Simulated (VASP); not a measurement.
# SnS2 (P-3m1) in VASP: further runs, part 2 of 2

VASP 6.6.1.

## 3. Single point, PBE (equal xx and yy strain of -1 %)

Contents of INCAR:

```
SYSTEM = SnS2
PREC = Accurate
ENCUT = 500
EDIFF = 1E-6
ISMEAR = -1
SIGMA = 0.01
LREAL = .False.
LASPH = .True.
NELM = 120
ALGO = Normal
ISIF = 2
LWAVE = .False.
LCHARG = .False.
GGA = PE
NBANDS = 20
GGA_COMPAT = .False.
```

Contents of KPOINTS:

```
Automatic mesh
0
Gamma
  10 10 6
  0 0 0
```

Contents of POSCAR:

```
SnS2
1.0
    3.5623173385      0.0000000000      0.0000000000
   -1.7811586692      3.0850573114      0.0000000000
    0.0000000000      0.0000000000      5.4940000000
Sn S
1 2
Direct
    0.0000000000      0.0000000000      0.0000000000
    0.6666666667      0.3333333333      0.2639000000
    0.3333333333      0.6666666667      0.7361000000
```

Potentials or basis: VASP PAW PBE potentials, release 64 (Sn_d, S).

Run with:

```
> cat potpaw_PBE.64/Sn_d/POTCAR potpaw_PBE.64/S/POTCAR > POTCAR
> mpirun -np 1 vasp_std > vasp.out
```

OUTCAR:

```text
SYSTEM = SnS2
   PREC = Accurate
   ENCUT = 500
   EDIFF = 1E-6
   ISMEAR = -1
   LREAL = .False.
   LASPH = .True.
   NELM = 120
   ISIF = 2
   GGA = PE

 ion  position               nearest neighbor table
   1  0.000  0.000  0.000-   2 2.52   3 2.52   3 2.52   2 2.52   2 2.52   3 2.52
   2  0.667  0.333  0.264-   1 2.52   1 2.52   1 2.52
   3  0.333  0.667  0.736-   1 2.52   1 2.52   1 2.52

  LATTYP: Found a hexagonal cell.
 ALAT       =     3.5623173385
 C/A-ratio  =     1.5422545152

  Lattice vectors:
[... 743 lines left out ...]

  FORCE on cell =-STRESS in cart. coord.  units (eV):
  Direction    XX          YY          ZZ          XY          YZ          ZX
  --------------------------------------------------------------------------------------
  -------------------------------------------------------------------------------------
  Total        4.4218557      4.4218557      4.1847540      0.0000000      0.0000000     -0.0000000
  in kB      117.3358315    117.3358315    111.0442345      0.0000000      0.0000000     -0.0000000
  external PRESSURE =     115.2386325 kB  Pullay stress =       0.0000000 kB

 VOLUME and BASIS-vectors are now :
 -----------------------------------------------------------------------------
  energy-cutoff  :      500.00
  volume of cell :       60.38
      direct lattice vectors                 reciprocal lattice vectors
     3.562317339  0.000000000  0.000000000     0.280716148  0.162071543  0.000000000
    -1.781158669  3.085057311  0.000000000     0.000000000  0.324143087  0.000000000
     0.000000000  0.000000000  5.494000000     0.000000000  0.000000000  0.182016746

 POSITION                                       TOTAL-FORCE (eV/Angst)
 -----------------------------------------------------------------------------------
      0.00000      0.00000      0.00000         0.000000      0.000000      0.000000
      1.78116      1.02835      1.44987        -0.000000      0.000000      0.607614
     -0.00000      2.05670      4.04413         0.000000      0.000000     -0.607614
 -----------------------------------------------------------------------------------
    total drift:                               -0.000000     -0.000000     -0.000000

  FREE ENERGIE OF THE ION-ELECTRON SYSTEM (eV)
  ---------------------------------------------------
  free  energy   TOTEN  =       -12.8864424807 eV

  energy  without entropy=      -12.8864424807  energy(sigma->0) =      -12.88644248
```

OSZICAR:

```text
N       E                     dE             d eps       ncg     rms          rms(c)
DAV:   1     0.213551720442E+03    0.21355E+03   -0.12374E+04  2996   0.158E+03
DAV:   2     0.107473796453E+02   -0.20280E+03   -0.19461E+03  3084   0.415E+02
DAV:   3    -0.125358580209E+02   -0.23283E+02   -0.22846E+02  3496   0.117E+02
DAV:   4    -0.133719881217E+02   -0.83613E+00   -0.83433E+00  3564   0.231E+01
DAV:   5    -0.133945299670E+02   -0.22542E-01   -0.22539E-01  4144   0.387E+00    0.101E+01
DAV:   6    -0.129213577363E+02    0.47317E+00   -0.88170E-01  4400   0.107E+01    0.711E+00
DAV:   7    -0.128883771696E+02    0.32981E-01   -0.33650E-01  3756   0.384E+00    0.204E+00
DAV:   8    -0.128861237848E+02    0.22534E-02   -0.34887E-02  3924   0.192E+00    0.741E-01
DAV:   9    -0.128864213036E+02   -0.29752E-03   -0.29351E-03  3372   0.392E-01    0.191E-01
DAV:  10    -0.128863940105E+02    0.27293E-04   -0.38732E-04  3924   0.163E-01    0.878E-02
DAV:  11    -0.128864373733E+02   -0.43363E-04   -0.54594E-05  3312   0.471E-02    0.130E-02
DAV:  12    -0.128864412788E+02   -0.39055E-05   -0.37316E-06  3640   0.139E-02    0.156E-02
DAV:  13    -0.128864424575E+02   -0.11787E-05   -0.23757E-06  2924   0.124E-02    0.306E-03
DAV:  14    -0.128864424807E+02   -0.23144E-07   -0.80311E-08  1988   0.241E-03
   1 F= -.12886442E+02 E0= -.12886442E+02  d E =-.426436E-15
```

stdout:

```text
POSCAR found type information on POSCAR SnS
 POSCAR found :  2 types and       3 ions
 scaLAPACK will be used
 LDA part: xc-table for (Slater+PW92), standard interpolation
 POSCAR, INCAR and KPOINTS ok, starting setup
 FFT: planning ... GRIDC
 FFT: planning ... GRID_SOFT
 FFT: planning ... GRID
 WAVECAR not read
 entering main loop
```

It took 63 s on 1 thread of Intel Xeon Platinum 8488C (Sapphire Rapids), shared host; peak memory 0.22 GiB.

What came out:

```yaml
Free_energy: -12.8864 eV
Pressure: 11.5 GPa
Largest_force: 0.608 eV/Å
Band_gap_on_the_k_mesh: 1.20 eV (least direct gap 2.08 eV)
```

Forces in eV/Å, atoms in the order of the input:
```
Sn   0.000  0.000  0.000
S    0.000  0.000  0.608
S    0.000  0.000 -0.608
```

Caveat: the cell differs from its parent crystal (equal xx and yy strain of -1 %); the cell stands under pressure; spin-orbit coupling is left out, which moves the levels of the heavy elements.

## 4. Single point, PBE (equal xx and yy strain of +2 %)

Contents of INCAR:

```
SYSTEM = SnS2
ALGO = Normal ; EDIFF = 1E-6
ENCUT = 500 ; GGA = PE
GGA_COMPAT = .FALSE. ; ISIF = 2
ISMEAR = -1 ; LASPH = .TRUE.
LCHARG = .TRUE. ; LELF = .TRUE.
LREAL = .FALSE. ; LVHAR = .TRUE.
LWAVE = .FALSE. ; NBANDS = 20
NELM = 120 ; PREC = Accurate
SIGMA = 0.01
```

Contents of KPOINTS:

```
k-points
0
G
  10 10 6
  0 0 0
```

Contents of POSCAR:

```
SnS2
1.0
    3.6702663487      0.0000000000      0.0000000000
   -1.8351331743      3.1785438966      0.0000000000
    0.0000000000      0.0000000000      5.4940000000
Sn S
1 2
Direct
    0.0000000000      0.0000000000      0.0000000000
    0.6666666667      0.3333333333      0.2639000000
    0.3333333333      0.6666666667      0.7361000000
```

Run with:

```
> cat potpaw_PBE.64/Sn_d/POTCAR potpaw_PBE.64/S/POTCAR > POTCAR
> mpirun -np 1 vasp_std > vasp.out
```

Run time: 52 s. Hardware: 1 thread of Intel Xeon Platinum 8488C (Sapphire Rapids), shared host; peak memory 0.22 GiB.

It converged, with:

```
Free energy            : -13.0673 eV
Pressure               : 4.8 GPa
Largest force          : 0.161 eV/Å
Band gap on the k mesh : 0.96 eV (least direct gap 1.40 eV)
```

Forces on the atoms (eV/Å):
```
Sn   0.000  0.000  0.000
S    0.000  0.000  0.161
S    0.000  0.000 -0.161
```

Stress tensor (GPa, compression positive):
```
4.17 0.00 0.00
0.00 4.17 0.00
0.00 0.00 6.05
```

Levels at points of the mesh, in eV from the valence-band top:
```
           k point  band 9  band 10  band 11  band 12  band 13  band 14  band 15  band 16  band 17  band 18
(0.00, 0.00, 0.00)   -1.15    -1.15    -0.99    -0.99     0.00     1.40     3.06     5.00     5.00     9.02
(0.50, 0.00, 0.00)   -4.63    -3.40    -3.17    -1.70    -0.64     1.45     4.04     5.33     5.47     7.71
(0.00, 0.00, 0.50)   -2.50    -1.33    -1.33    -0.71    -0.71     2.79     3.20     4.52     4.52     8.04
(0.50, 0.00, 0.50)   -5.45    -2.85    -2.01    -1.31    -1.24     1.28     4.29     5.18     6.28     6.75
```

Caveat: the cell differs from its parent crystal (equal xx and yy strain of +2 %); the cell stands under pressure; spin-orbit coupling is left out, which moves the levels of the heavy elements.

## 5. The runs side by side

| cell | gap on the mesh (eV) | pressure (GPa) | largest force (eV/Å) |
| --- | --- | --- | --- |
| a = 3.490, b = 3.490, c = 5.494 Å, angles 90.0, 90.0, 120.0°, 3 atoms | 1.38 | 17.2 | 0.98 |
| a = 3.562, b = 3.562, c = 5.494 Å, angles 90.0, 90.0, 120.0°, 3 atoms | 1.20 | 11.5 | 0.61 |
| a = 3.670, b = 3.670, c = 5.494 Å, angles 90.0, 90.0, 120.0°, 3 atoms | 0.96 | 4.8 | 0.16 |

Alike in all rows: task single point; level PBE; potentials or basis VASP PAW PBE potentials, release 64 (Sn_d, S); no spin polarisation; k mesh 10 × 10 × 6; cutoff (eV) 500; smearing fermi-dirac 0.01 eV.

Caveats: the cell stands under pressure; spin-orbit coupling is left out, which moves the levels of the heavy elements.

Total energies depend on the potentials used, so only differences within one code and one set of settings carry meaning.
